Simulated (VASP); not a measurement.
# BaH2Au2 (P6/mmm) in VASP: relaxation of cell and atoms with r2SCAN

Aim: the relaxation of cell and atoms of BaH2Au2 with r2SCAN.

Everything below comes from runs of VASP 6.6.1. Logs are shortened: lines on timing, memory, paths and dates and some standing lists are left out, and cuts for length are marked.

## 1. The cell of the first run

It takes space group P6/mmm (No. 191, hexagonal). The conventional cell has a = 4.947 Å, b = 4.947 Å, c = 3.988 Å, α = 90.00°, β = 90.00°, γ = 120.00°. Ba (site symmetry 6/mmm) has 6 H at 2.86 Å and 12 Au at 3.48 Å within 3.8 Å. Within 2.6 Å of Au (site symmetry -6m2) lie 2 H at 1.99 Å. H (site symmetry -6m2) has 2 Au at 1.99 Å within 2.6 Å.

## 2. Relaxation of cell and atoms, r2SCAN

Contents of POSCAR:

```
BaH2Au2
1.0
    4.9465542047      0.0000000000      0.0000000000
   -2.4732771024      4.2838416024      0.0000000000
    0.0000000000      0.0000000000      3.9880767833
Ba Au H
1 2 2
Direct
    0.0000000000      1.0000000000      0.0000000000
    0.3333333333      0.6666666667      0.5000000000
    0.6666666667      0.3333333333      0.5000000000
    0.3333333333      0.6666666667      0.0000000000
    0.6666666667      0.3333333333      0.0000000000
```

Contents of INCAR.step1:

```
SYSTEM = BaH2Au2
PREC = Accurate
ENCUT = 600
ISMEAR = 0
SIGMA = 0.1
LREAL = .False.
LASPH = .True.
NELM = 100
GGA = PE
ALGO = Normal
EDIFF = 1E-4
LWAVE = .True.
LCHARG = .False.
```

Contents of INCAR.step2:

```
SYSTEM = BaH2Au2
PREC = Accurate
ENCUT = 600
EDIFF = 1E-7
ISMEAR = 0
SIGMA = 0.1
LREAL = .False.
LASPH = .True.
NELM = 100
ALGO = Normal
ISIF = 3
LWAVE = .False.
LCHARG = .False.
METAGGA = R2SCAN
LMIXTAU = .True.
IBRION = 2
NSW = 90
EDIFFG = -0.025
ISTART = 1
```

Contents of KPOINTS:

```
regular mesh
0
Gamma
  6 6 8
  0 0 0
```

Potentials or basis: VASP PAW PBE potentials, release 64 (Ba_sv, Au, H).

On the command line:

```
$ cat potpaw_PBE.64/Ba_sv/POTCAR potpaw_PBE.64/Au/POTCAR potpaw_PBE.64/H/POTCAR > POTCAR
$ cp INCAR.step1 INCAR
$ mpirun -np 1 vasp_std > vasp.out
$ cp INCAR.step2 INCAR
$ mpirun -np 1 vasp_std > vasp.out
```

OUTCAR:

```text
SYSTEM = BaH2Au2
   PREC = Accurate
   ENCUT = 600
   EDIFF = 1E-7
   ISMEAR = 0
   LREAL = .False.
   LASPH = .True.
   NELM = 100
   ISIF = 3
   METAGGA = R2SCAN
   IBRION = 2
   NSW = 90
   EDIFFG = -0.025
   ISTART = 1

 ion  position               nearest neighbor table
   1  0.000  0.000  0.000-   2 3.48   3 3.48   2 3.48   3 3.48   2 3.48   2 3.48   3 3.48   3 3.48
                             3 3.48   3 3.48   2 3.48   2 3.48
   2  0.333  0.667  0.500-   4 1.99   4 1.99   3 2.86   3 2.86   3 2.86   1 3.48   1 3.48   1 3.48
                             1 3.48   1 3.48   1 3.48
   3  0.667  0.333  0.500-   5 1.99   5 1.99   2 2.86   2 2.86   2 2.86   1 3.48   1 3.48   1 3.48
                             1 3.48   1 3.48   1 3.48
   4  0.333  0.667  0.000-   2 1.99   2 1.99
   5  0.667  0.333  0.000-   3 1.99   3 1.99

  LATTYP: Found a hexagonal cell.
 ALAT       =     4.9465542047
 C/A-ratio  =     0.8062333128

  Lattice vectors:

 A1 = (   4.9465542047,   0.0000000000,   0.0000000000)
 A2 = (  -2.4732771024,   4.2838416024,   0.0000000000)
 A3 = (   0.0000000000,   0.0000000000,   3.9880767833)

Analysis of symmetry for initial positions (statically):
=====================================================================
 Subroutine PRICEL returns:
 Original cell was already a primitive cell.

 Routine SETGRP: Setting up the symmetry group for a
 hexagonal supercell.

 Subroutine GETGRP returns: Found 24 space group operations
 (whereof 24 operations were pure point group operations)
 out of a pool of 24 trial point group operations.

The static configuration has the point symmetry D_6h.

Analysis of symmetry for dynamics (positions and initial velocities):
=====================================================================
 Subroutine PRICEL returns:
 Original cell was already a primitive cell.

 Routine SETGRP: Setting up the symmetry group for a
 hexagonal supercell.

 Subroutine GETGRP returns: Found 24 space group operations
 (whereof 24 operations were pure point group operations)
 out of a pool of 24 trial point group operations.

The dynamic configuration has the point symmetry D_6h.

 Subroutine INISYM returns: Found 24 space group operations
 (whereof 24 operations are pure point group operations),
 and found     1 'primitive' translations

----------------------------------------------------------------------------------------

                                     Primitive cell

  volume of cell :      84.5084

  direct lattice vectors                    reciprocal lattice vectors
     4.946554205  0.000000000  0.000000000     0.202160930  0.116717668  0.000000000
    -2.473277102  4.283841602  0.000000000     0.000000000  0.233435335  0.000000000
     0.000000000  0.000000000  3.988076783     0.000000000  0.000000000  0.250747429

  length of vectors
     4.946554205  4.946554205  3.988076783     0.233435335  0.233435335  0.250747429

  position of ions in fractional coordinates (direct lattice)
     0.000000000  0.000000000  0.000000000
     0.333333333  0.666666667  0.500000000
     0.666666667  0.333333333  0.500000000
     0.333333333  0.666666667  0.000000000
     0.666666667  0.333333333  0.000000000

  ion indices of the primitive-cell ions
   primitive index   ion index
                 1           1
                 2           2
                 3           3
                 4           4
                 5           5

----------------------------------------------------------------------------------------

 KPOINTS: regular mesh

Automatic generation of k-mesh.
 Grid dimensions read from file:
 generate k-points for:    6    6    8

 Generating k-lattice:

  Cartesian coordinates                     Fractional coordinates (reciprocal lattice)
     0.033693488  0.019452945  0.000000000     0.166666667  0.000000000  0.000000000
     0.000000000  0.038905889  0.000000000     0.000000000  0.166666667  0.000000000
     0.000000000  0.000000000  0.031343429     0.000000000  0.000000000  0.125000000

  Length of vectors
     0.038905889  0.038905889  0.031343429

  Shift w.r.t. Gamma in fractional coordinates (k-lattice)
     0.000000000  0.000000000  0.000000000

 Subroutine IBZKPT returns following result:
 ===========================================

 Found     35 irreducible k-points:

 Following reciprocal coordinates:
            Coordinates               Weight
  0.000000  0.000000  0.000000      1.000000
  0.166667  0.000000  0.000000      6.000000
  0.333333 -0.000000  0.000000      6.000000
  0.500000  0.000000  0.000000      3.000000
  0.166667  0.166667  0.000000      6.000000
  0.333333  0.166667  0.000000     12.000000
[... 16 lines left out ...]
  0.166667  0.000000  0.375000     12.000000
  0.333333 -0.000000  0.375000     12.000000
 [... further k-points ...]
   k-points           NKPTS =     35   k-points in BZ     NKDIM =     35   number of bands    NBANDS=     21
   number of dos      NEDOS =    301   number of ions     NIONS =      5
   total plane-waves  NPLWV =  51200
   dimension x,y,z NGX =    40 NGY =   40 NGZ =   32
   dimension x,y,z NGXF=    80 NGYF=   80 NGZF=   64
   ions per type =               1   2   2
   NGX,Y,Z   is equivalent  to a cutoff of  13.44, 13.44, 13.34 a.u.
   NGXF,Y,Z  is equivalent  to a cutoff of  26.89, 26.89, 26.68 a.u.
 SYSTEM =  BaH2Au2
   PREC   = accura    normal or accurate (medium, high low for compatibility)
   ISTART =      1    job   : 0-new  1-cont  2-samecut
   ICHARG =      0    charge: 1-file 2-atom 10-const
   ISPIN  =      1    spin polarized calculation?
   LNONCOLLINEAR =      F non collinear calculations
   LSORBIT =      F    spin-orbit coupling
   LASPH  =      T    aspherical Exc in radial PAW
   ENCUT  =  600.0 eV  44.10 Ry    6.64 a.u.   9.88  9.88  7.97*2*pi/ulx,y,z
   NELM   =    100;   NELMIN=  2; NELMDL=  0     # of ELM steps
   EDIFF  = 0.1E-06   stopping-criterion for ELM
   LREAL  =      F    real-space projection
   EDIFFG = -.3E-01   stopping-criterion for IOM
   NSW    =     90    number of steps for IOM
   IBRION =      2    ionic relax: 0-MD 1-quasi-New 2-CG
   NFREE  =      1    steps in history (QN), initial steepest desc. (CG)
   ISIF   =      3    stress and relaxation
   ISYM   =      2    0-nonsym 1-usesym 2-fastsym
   POTIM  = 0.5000    time-step for ionic-motion
   TEBEG  =    0.0;   TEEND  =   0.0 temperature during run
   PSTRESS=    0.0 pullay stress
   NELECT =      34.0000    total number of electrons
   NUPDOWN=      -1.0000    fix difference up-down
   EMIN   =  10.00;   EMAX   =-10.00  energy-range for DOS
   EFERMI =   0.00;   METHOD = LEGACY
   ISMEAR =     0;   SIGMA  =   0.10  broadening in eV -4-tet -1-fermi 0-gaus
   EFERMI_NEDOS =   21; number of points for ismear=-14 and -15
   IALGO  =     38    algorithm
   IMIX   =      4    mixing-type and parameters
     AMIX     =   0.40;   BMIX     =  1.00
     AMIX_MAG =   1.60;   BMIX_MAG =  1.00
  volume/ion in A,a.u.               =      16.90       114.06
  Fermi-wavevector in a.u.,A,eV,Ry     =   1.208559  2.283846 19.872876  1.460615
  Thomas-Fermi vector in A             =   2.344163
   LORBIT       =      0    0 simple, 1 ext, 2 COOP (PROOUT), +10 PAW based schemes
   METAGGA = R2SCAN    functional components
   LHFCALC =     F    Hartree Fock is set to
   AEXX    =    0.0000 exact exchange contribution
   IVDW    =     0    specifies the selected vdW correction
   LEPSILON=     F    determine dielectric tensor
   LRPA    =     F    only Hartree local field effects (RPA)
 conjugate gradient relaxation of ions
 non-spin polarized calculation
 Gauss-broadening in eV      SIGMA  =   0.10
  energy-cutoff  :      600.00
  volume of cell :       84.51
 maximum number of plane-waves:      2850
 NGX is ok and might be reduce to    40
   NGX = 19   NGY = 19   NGZ = 15

--------------------------------------- Ionic step        1  -------------------------------------------

 number of electron      34.0000005 magnetization

 Free energy of the ion-electron system (eV)
  ---------------------------------------------------
  ext. energy  EPLUGINS =         0.00000000
  ---------------------------------------------------
  free energy    TOTEN  =      -136.64038715 eV

  energy without entropy =     -136.63560684  energy(sigma->0) =     -136.63799700

------------------------ aborting loop because EDIFF is reached ----------------------------------------

  FORCE on cell =-STRESS in cart. coord.  units (eV):
  Direction    XX          YY          ZZ          XY          YZ          ZX
  --------------------------------------------------------------------------------------
  -------------------------------------------------------------------------------------
  Total        0.9168404      0.9168404     -1.4233836     -0.0000000     -0.0000000      0.0000000
  in kB       17.3821954     17.3821954    -26.9856486     -0.0000000     -0.0000000      0.0000000
  external PRESSURE =       2.5929141 kB  Pullay stress =       0.0000000 kB

 VOLUME and BASIS-vectors are now :
 -----------------------------------------------------------------------------
  energy-cutoff  :      600.00
  volume of cell :       84.51
      direct lattice vectors                 reciprocal lattice vectors
     4.946554205  0.000000000  0.000000000     0.202160930  0.116717668  0.000000000
    -2.473277102  4.283841602  0.000000000     0.000000000  0.233435335  0.000000000
     0.000000000  0.000000000  3.988076783     0.000000000  0.000000000  0.250747429
[... 40 lines left out ...]
 POSITION                                       TOTAL-FORCE (eV/Angst)
 -----------------------------------------------------------------------------------
      2.49516      4.32174     -0.00000         0.000000      0.000000     -0.000000
     -0.00000      2.88116      1.96665        -0.000000     -0.000000      0.000000
      2.49516      1.44058      1.96665         0.000000      0.000000     -0.000000
     -0.00000      2.88116     -0.00000        -0.000000      0.000000     -0.000000
      2.49516      1.44058     -0.00000         0.000000     -0.000000     -0.000000
 -----------------------------------------------------------------------------------
    total drift:                                0.000000     -0.000000      0.000000

  FREE ENERGIE OF THE ION-ELECTRON SYSTEM (eV)
  ---------------------------------------------------
  free  energy   TOTEN  =      -136.6647462803 eV

  energy  without entropy=     -136.6596401515  energy(sigma->0) =     -136.66219322

--------------------------------------- Ionic step        3  -------------------------------------------

 number of electron      33.9999998 magnetization

 Free energy of the ion-electron system (eV)
  ---------------------------------------------------
  ext. energy  EPLUGINS =         0.00000000
  ---------------------------------------------------
  free energy    TOTEN  =      -136.66935876 eV

  energy without entropy =     -136.66314625  energy(sigma->0) =     -136.66625251

 E-fermi :   5.3071     XC(G=0): -11.0285

 val. band max:        5.2956850772   @ k =   0.3333   0.3333   0.2500
 cond. band min:       5.3771096085   @ k =   0.5000   0.0000   0.3750
 fundamental gap:      0.0814245314
 Fermi energy:         5.3071274232

 k-point     1 :       0.0000    0.0000    0.0000
  band No.  band energies     occupation
      1     -23.7599      2.00000
      2      -8.5573      2.00000
      3      -8.5573      2.00000
      4      -8.3123      2.00000
      5      -3.6021      2.00000
      6      -1.9204      2.00000
[... 13 lines left out ...]
     20       9.8239      0.00000
     21      10.6487      0.00000
[... 529 lines left out ...]
 k-point    24 :       0.3333   -0.0000    0.3750
  band No.  band energies     occupation
      1     -23.6876      2.00000
      2      -9.0637      2.00000
      3      -8.6241      2.00000
      4      -8.4939      2.00000
      5      -1.0203      2.00000
      6      -0.6652      2.00000
[... 13 lines left out ...]
     20       9.6425      0.00000
     21       9.6927      0.00000

 [... further k-points ...]
[... 5 lines left out ...]
  --------------------------------------------------------------------------------------
  -------------------------------------------------------------------------------------
  Total        0.0261337      0.0261337     -0.0948729     -0.0000000      0.0000000      0.0000000
  in kB        0.4925108      0.4925108     -1.7879590     -0.0000000      0.0000000      0.0000000
  external PRESSURE =      -0.2676458 kB  Pullay stress =       0.0000000 kB

 VOLUME and BASIS-vectors are now :
 -----------------------------------------------------------------------------
  energy-cutoff  :      600.00
  volume of cell :       85.01
      direct lattice vectors                 reciprocal lattice vectors
     5.017666958 -0.000000000  0.000000000     0.199295810  0.115063489  0.000000000
    -2.508833479  4.345427053 -0.000000000     0.000000000  0.230126979  0.000000000
     0.000000000 -0.000000000  3.899067262     0.000000000  0.000000000  0.256471595

 POSITION                                       TOTAL-FORCE (eV/Angst)
 -----------------------------------------------------------------------------------
      0.00000     -0.00000      3.89907         0.000000      0.000000      0.000000
     -0.00000      2.89695      1.94953         0.000000     -0.000000     -0.000000
      2.50883      1.44848      1.94953        -0.000000      0.000000      0.000000
     -0.00000      2.89695      3.89907         0.000000      0.000000      0.000000
      2.50883      1.44848      3.89907        -0.000000      0.000000      0.000000
 -----------------------------------------------------------------------------------
    total drift:                                0.000000     -0.000000      0.000000

  FREE ENERGIE OF THE ION-ELECTRON SYSTEM (eV)
  ---------------------------------------------------
  free  energy   TOTEN  =      -136.6693587618 eV

  energy  without entropy=     -136.6631462494  energy(sigma->0) =     -136.66625251

 reached required accuracy - stopping structural energy minimisation
```

It took 15 min on 1 thread of Intel Xeon Platinum 8488C (Sapphire Rapids), shared host; peak memory 0.3 GiB.

What came out:

```
Free energy                            : -136.6694 eV
Relaxed volume                         : 17.00 Å³/atom
Relaxed cell                           : a = 5.018 Å, b = 5.018 Å, c = 3.899 Å, α = 90.00°, β = 90.00°, γ = 120.00°
Space group after relaxing (to 0.05 Å) : P6/mmm (No. 191)
Energy gained by relaxing              : 5.8 meV/atom
Ionic steps                            : 3
Pressure after relaxing                : 0.0 GPa
Band gap on the k mesh                 : zero (band 17 reaches 6.50 eV, above the bottom of band 18 at 2.29 eV)
```

Stress tensor (GPa, compression positive):
```
 0.05  0.00  0.00
 0.00  0.05  0.00
 0.00  0.00 -0.18
```

The path:
| step | energy change (eV) | largest force (eV/Å) | pressure (GPa) | volume (Å³) |
| --- | --- | --- | --- | --- |
| 1 | 0.0000 | 0.0000 | 0.26 | 84.51 |
| 2 | -0.0244 | 0.0000 | 0.05 | 84.83 |
| 3 | -0.0290 | 0.0000 | -0.03 | 85.01 |

Final structure:
```yaml
crystal:
  lattice:
    - [5.01767, 0.00000, 0.00000]
    - [-2.50883, 4.34543, 0.00000]
    - [0.00000, 0.00000, 3.89907]
  atoms:
    - { symbol: Ba, position: [0.00000, 0.00000, 0.00000] }
    - { symbol: Au, position: [0.33333, 0.66667, 0.50000] }
    - { symbol: Au, position: [0.66667, 0.33333, 0.50000] }
    - { symbol: H, position: [0.33333, 0.66667, 0.00000] }
    - { symbol: H, position: [0.66667, 0.33333, 0.00000] }
```

Levels at points of the mesh, in eV from the Fermi level:
```tsv
k point	band 15	band 16	band 17	band 18	band 19	band 20
(0.00, 0.00, 0.00)	-4.01	-0.04	0.40	0.40	1.35	4.52
(0.50, 0.00, 0.00)	-3.62	-2.76	1.20	1.46	3.16	3.32
(0.00, 0.00, 0.50)	-3.97	-3.87	-3.30	3.02	3.02	3.18
(0.50, 0.00, 0.50)	-3.83	-3.54	-2.86	-1.75	-0.11	4.90
```

Caveat: the PAW data sets were made with another functional, which shifts forces and pressure a little; spin-orbit coupling is left out, which moves the levels of the heavy elements. Zero-point motion and thermal expansion aren't in these numbers.
